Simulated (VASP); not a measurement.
# Tl (I4/mmm) in VASP: density of states with PBE

Aim: the density of states of Tl with PBE.

Program: VASP 6.6.1. These are calculated values, not measurements. Logs are shortened: lines on timing, memory, paths and dates and some standing lists are left out, and cuts for length are marked.

### Step 1. The cell of the first run

The structure is tetragonal, space group I4/mmm (No. 139). The conventional cell has a = 3.959 Å, b = 3.959 Å, c = 4.009 Å, α = 90.00°, β = 90.00°, γ = 90.00°. Within 4.5 Å of Tl (site symmetry 4/mmm) lie 14 Tl at 3.44 to 4.01 Å.

### Step 2. Density of states, PBE

Contents of POSCAR:

```
Tl
1.0
   -1.9796178297      1.9796178297      2.0044748446
    1.9796178297     -1.9796178297      2.0044748446
    1.9796178297      1.9796178297     -2.0044748446
Tl
1
Direct
    0.5000000000      0.5000000000      0.0000000000
```

Contents of INCAR.step1:

```
PREC     = Accurate       # precision mode
ENCUT    = 520            # plane-wave cutoff, eV
EDIFF    = 1E-7           # SCF threshold, eV
ISMEAR   = 0              # smearing method
SIGMA    = 0.1            # smearing width, eV
LREAL    = False          # projectors in reciprocal space
LASPH    = True           # aspherical terms in the spheres
NELM     = 80             # most SCF steps
ALGO     = Fast           # electronic algorithm
ISIF     = 2              # what is computed and relaxed
LWAVE    = False          # write WAVECAR
LCHARG   = True           # write CHGCAR
GGA      = PE             # functional
NBANDS   = 12             # bands
```

Contents of KPOINTS.step1:

```
Automatic mesh
0
Gamma
  20 20 20
```

Contents of INCAR.step2:

```
PREC     = Accurate       # precision mode
ENCUT    = 520            # plane-wave cutoff, eV
EDIFF    = 1E-7           # SCF threshold, eV
ISMEAR   = -5             # smearing method
SIGMA    = 0.1            # smearing width, eV
LREAL    = False          # projectors in reciprocal space
LASPH    = True           # aspherical terms in the spheres
NELM     = 80             # most SCF steps
ALGO     = Fast           # electronic algorithm
ISIF     = 2              # what is computed and relaxed
LWAVE    = False          # write WAVECAR
LCHARG   = False          # write CHGCAR
GGA      = PE             # functional
LORBIT   = 10             # projections on sites
NEDOS    = 1001           # points of the DOS
ICHARG   = 11             # starting density
```

Contents of KPOINTS.step2:

```
Automatic mesh
0
Gamma
  30 30 30
```

Potentials or basis: VASP PAW PBE potentials, release 64 (Tl_d).

The run is started by

```sh
$ cat potpaw_PBE.64/Tl_d/POTCAR > POTCAR
$ cp INCAR.step1 INCAR
$ cp KPOINTS.step1 KPOINTS
$ mpirun -np 1 vasp_std > vasp.out
$ cp INCAR.step2 INCAR
$ cp KPOINTS.step2 KPOINTS
$ mpirun -np 1 vasp_std > vasp.out
```

OUTCAR:

```text
PREC = Accurate
   ENCUT = 520
   EDIFF = 1E-7
   ISMEAR = -5
   LREAL = False
   LASPH = True
   NELM = 80
   ISIF = 2
   GGA = PE
   LORBIT = 10
   ICHARG = 11

 ion  position               nearest neighbor table
   1  0.500  0.500  0.000-

  LATTYP: Found a body centered tetragonal cell.
 ALAT       =     3.9592356594
 C/A-ratio  =     1.0125564715

  Lattice vectors:

 A1 = (  -1.9796178297,   1.9796178297,   2.0044748446)
 A2 = (   1.9796178297,  -1.9796178297,   2.0044748446)
 A3 = (   1.9796178297,   1.9796178297,  -2.0044748446)

Analysis of symmetry for initial positions (statically):
=====================================================================
 Subroutine PRICEL returns:
 Original cell was already a primitive cell.

 Routine SETGRP: Setting up the symmetry group for a
 body centered tetragonal supercell.

 Subroutine GETGRP returns: Found 16 space group operations
 (whereof 16 operations were pure point group operations)
 out of a pool of 16 trial point group operations.

The static configuration has the point symmetry D_4h.

Analysis of symmetry for dynamics (positions and initial velocities):
=====================================================================
 Subroutine PRICEL returns:
 Original cell was already a primitive cell.

 Routine SETGRP: Setting up the symmetry group for a
 body centered tetragonal supercell.

 Subroutine GETGRP returns: Found 16 space group operations
 (whereof 16 operations were pure point group operations)
 out of a pool of 16 trial point group operations.

The dynamic configuration has the point symmetry D_4h.

 Subroutine INISYM returns: Found 16 space group operations
 (whereof 16 operations are pure point group operations),
 and found     1 'primitive' translations

----------------------------------------------------------------------------------------

                                     Primitive cell

  volume of cell :      31.4212

  direct lattice vectors                    reciprocal lattice vectors
    -1.979617830  1.979617830  2.004474845     0.000000000  0.252574003  0.249441893
     1.979617830 -1.979617830  2.004474845     0.252574003  0.000000000  0.249441893
     1.979617830  1.979617830 -2.004474845     0.252574003  0.252574003  0.000000000

  length of vectors
     3.443209681  3.443209681  3.443209681     0.354985753  0.354985753  0.357193581

  position of ions in fractional coordinates (direct lattice)
     0.500000000  0.500000000  0.000000000

  ion indices of the primitive-cell ions
   primitive index   ion index
                 1           1

[... 88 lines left out ...]
   ISMEAR =    -5;   SIGMA  =   0.10  broadening in eV -4-tet -1-fermi 0-gaus
   EFERMI_NEDOS =   21; number of points for ismear=-14 and -15
   IALGO  =     68    algorithm
   IMIX   =      4    mixing-type and parameters
     AMIX     =   0.40;   BMIX     =  1.00
     AMIX_MAG =   1.60;   BMIX_MAG =  1.00
  volume/ion in A,a.u.               =      31.42       212.04
  Fermi-wavevector in a.u.,A,eV,Ry     =   1.219874  2.305227 20.246716  1.488092
  Thomas-Fermi vector in A             =   2.355111
   LORBIT       =     10    0 simple, 1 ext, 2 COOP (PROOUT), +10 PAW based schemes
   GGA     = PE    functional components
   LHFCALC =     F    Hartree Fock is set to
   AEXX    =    0.0000 exact exchange contribution
   IVDW    =     0    specifies the selected vdW correction
   LEPSILON=     F    determine dielectric tensor
   LRPA    =     F    only Hartree local field effects (RPA)
 non-spin polarized calculation
 RMM-DIIS sequential band-by-band and
 Fermi weights with tetrahedron method with Bloechl corrections
  energy-cutoff  :      520.00
  volume of cell :       31.42
 maximum number of plane-waves:       887
 NGX is ok and might be reduce to    28

 number of electron      12.9999998 magnetization

 Free energy of the ion-electron system (eV)
  ---------------------------------------------------
  ext. energy  EPLUGINS =         0.00000000
  ---------------------------------------------------
  free energy    TOTEN  =        -2.22125424 eV

  energy without entropy =       -2.22125424  energy(sigma->0) =       -2.22125424

 E-fermi :   5.6530     XC(G=0):  -9.7294

 val. band max:        5.7610954987   @ k =  -0.4000  -0.4000   0.2000
 cond. band min:       5.4845850571   @ k =  -0.3667  -0.3667   0.1000
 fundamental gap:     -0.2765104416
 Fermi energy:         5.6529850498

 k-point     1 :       0.0000    0.0000    0.0000
  band No.  band energies     occupation
      1      -5.9290      2.00000
      2      -5.9290      2.00000
      3      -5.9161      2.00000
      4      -5.5881      2.00000
      5      -5.5762      2.00000
      6      -3.8013      2.00000
      7      15.4403      0.00000
      8      15.5246      0.00000
      9      15.5246      0.00000
     10      17.6992      0.00000
[... 287 lines left out ...]
 k-point    24 :       0.2667    0.0333   -0.0000
  band No.  band energies     occupation
      1      -6.0050      2.00000
      2      -5.9342      2.00000
      3      -5.6354      2.00000
      4      -5.5925      2.00000
      5      -5.5844      2.00000
      6      -2.0884      2.00000
      7       7.7958      0.00000
      8      12.2803      0.00000
      9      13.3551      0.00000
     10      15.7722      0.00000

 [... further k-points ...]

------------------------ aborting loop because EDIFF is reached ----------------------------------------

  FORCE on cell =-STRESS in cart. coord.  units (eV):
  Direction    XX          YY          ZZ          XY          YZ          ZX
  --------------------------------------------------------------------------------------
  -------------------------------------------------------------------------------------
  Total       -0.0251512     -0.0251512     -0.0346473      0.0000000     -0.0000000      0.0000000
  in kB       -1.2824688     -1.2824688     -1.7666772      0.0000000     -0.0000000      0.0000000
  external PRESSURE =      -1.4438716 kB  Pullay stress =       0.0000000 kB

 VOLUME and BASIS-vectors are now :
 -----------------------------------------------------------------------------
  energy-cutoff  :      520.00
  volume of cell :       31.42
      direct lattice vectors                 reciprocal lattice vectors
    -1.979617830  1.979617830  2.004474845     0.000000000  0.252574003  0.249441893
     1.979617830 -1.979617830  2.004474845     0.252574003  0.000000000  0.249441893
     1.979617830  1.979617830 -2.004474845     0.252574003  0.252574003  0.000000000

 POSITION                                       TOTAL-FORCE (eV/Angst)
 -----------------------------------------------------------------------------------
      0.00000      0.00000      2.00447         0.000000      0.000000      0.000000
 -----------------------------------------------------------------------------------
    total drift:                                0.000000     -0.000000      0.000000

  FREE ENERGIE OF THE ION-ELECTRON SYSTEM (eV)
  ---------------------------------------------------
  free  energy   TOTEN  =        -2.2212542392 eV

  energy  without entropy=       -2.2212542392  energy(sigma->0) =       -2.22125424

 total charge

# of ion       s       p       d       tot
------------------------------------------
    1        1.189   0.357   9.638  11.184
```

Run time: 4.4 min. Hardware: 1 thread of AMD EPYC 9R45 (Zen 5), shared host; peak memory 0.73 GiB.

What came out:

| Property | Result |
| --- | --- |
| Valence electrons inside the program's atomic spheres | Tl 11.18 |

Levels at points of the mesh, in eV from the Fermi level:
| k point | band 3 | band 4 | band 5 | band 6 | band 7 | band 8 | band 9 | band 10 |
| --- | --- | --- | --- | --- | --- | --- | --- | --- |
| (0.00, 0.00, 0.00) | -11.57 | -11.24 | -11.23 | -9.45 | 9.79 | 9.87 | 9.87 | 12.05 |
| (0.50, 0.00, 0.00) | -11.26 | -11.24 | -11.01 | -5.11 | -2.40 | 5.47 | 6.89 | 9.44 |
| (0.50, 0.50, 0.00) | -11.25 | -11.23 | -11.01 | -5.05 | -2.37 | 5.32 | 6.69 | 9.25 |
| (0.50, 0.50, 0.50) | -11.07 | -11.06 | -11.06 | -2.12 | 1.28 | 1.50 | 1.50 | 6.13 |

Caveat: spin-orbit coupling is left out, which moves the levels of the heavy elements; tetrahedron occupations give inexact forces and stress in metals.
